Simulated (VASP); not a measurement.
Write the native input for VASP 6.6.1 that does the following.

```
Task                   : relaxation of cell and atoms
Functional             : PBE
Potentials or basis    : VASP PAW PBE potentials, release 64 (Mg, Cd, S)
Cutoff                 : 600 eV
k mesh                 : 4 × 4 × 4
Occupations            : gaussian, width 0.1 eV
Spin                   : no spin polarisation
Dipole correction      : no
Further INCAR settings : ALGO = Normal; EDIFF = 1e-06; IBRION = 2; EDIFFG = -0.04; NSW = 90; ISIF = 3
```

The structure of MgCdS4 lies in POSCAR:

```
MgCdS4
1.0
   -3.6496614600      3.6496614600      2.8563044500
    3.6496614600     -3.6496614600      2.8563044500
    3.6496614600      3.6496614600     -2.8563044500
Mg Cd S
1 1 4
Direct
    0.5000000000      0.5000000000      0.0000000000
    0.0000000000      0.0000000000      0.0000000000
    0.2739896400      0.2739896400      0.5479792800
    0.7260103600      0.7260103600      0.4520207200
    0.2739896400      0.7260103600      0.0000000000
    0.7260103600      0.2739896400      0.0000000000
```

The cell was built from a structure type or drawn by symmetry, and may not be a known phase.

These files were run (other wordings do the same):

INCAR

```
SYSTEM = MgCdS4
ALGO = Normal
EDIFF = 1E-6
EDIFFG = -0.04
ENCUT = 600
GGA = PE
IBRION = 2
ISIF = 3
ISMEAR = 0
LASPH = .True.
LCHARG = .False.
LREAL = .False.
LWAVE = .False.
NELM = 80
NSW = 90
PREC = Accurate
SIGMA = 0.1
```

KPOINTS

```
k-points
0
Gamma
  4 4 4
  0 0 0
```

Potentials or basis: VASP PAW PBE potentials, release 64 (Mg, Cd, S).

Run with:

```console
$ cat potpaw_PBE.64/Mg/POTCAR potpaw_PBE.64/Cd/POTCAR potpaw_PBE.64/S/POTCAR > POTCAR
$ mpirun -np 1 vasp_std > vasp.out
```

Results of the run:

```yaml
Relaxed_volume: 23.30 Å³/atom
Relaxed_cell: a = 5.778 Å, b = 5.778 Å, c = 5.778 Å, α = 102.17°, β = 102.17°, γ = 125.33°
Space_group_after_relaxing_to_0.1_Å: I4/mmm (No. 139)
Energy_gained_by_relaxing: 195.3 meV/atom
Ionic_steps: 9
Pressure_after_relaxing: 0.0 GPa
Largest_force_after_relaxing: 0.017 eV/Å
Band_gap_on_the_k_mesh: zero (bands 19 and 20 overlap by 1.64 eV)
```

It took 3.5 min on 1 thread of Intel(R) Xeon(R) 6975P-C (Granite Rapids) (shared host), peak memory 0.37 GiB.
